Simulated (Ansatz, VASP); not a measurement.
# Two plane-wave programs on SiC

```
Si C
1.0
     3.08388    0.00000    0.00000
    -1.54194    2.67072    0.00000
     0.00000    0.00000    4.92650
Si C
2 2
Direct
  0.33333 0.66667 0.00460
  0.66667 0.33333 0.50460
  0.33333 0.66667 0.42525
  0.66667 0.33333 0.92525
```

Alike in both runs: task single point; functional LDA; k mesh 12 × 12 × 6; occupations gaussian, width 0.05 eV; no spin polarisation.

|  | VASP | Ansatz |
| --- | --- | --- |
| version | VASP 6.6.1 | Ansatz 0.2.0 |
| potentials or method | VASP PAW LDA potentials, release 64 (Si, C), cutoff 520 eV | scalar-relativistic, plane waves, PAW |
| valence electrons in the cell | 16 | 16 |

|  | VASP | Ansatz | Ansatz less VASP |
| --- | --- | --- | --- |
| gap on the k mesh at the Fermi level (eV) | 1.16 | 1.18 | +0.012 |
| least direct gap on the mesh (eV) | 3.22 | 3.21 | -0.005 |
| pressure (GPa) | 2.1 | 1.8 | -0.36 |
| traceless stress, the component that is largest in VASP (GPa) | -3.92 | -3.85 | +0.061 |
| rms of the force components (eV/Å) | 1.297 | 1.294 | -0.0031 |

Ansatz warns that its potentials were made for another functional, while VASP's fit it. LDA's correlation is that of Perdew and Zunger in VASP and of Perdew and Wang (1992) in Ansatz. Atom by atom the forces differ by 0.003 eV/Å (rms over components).
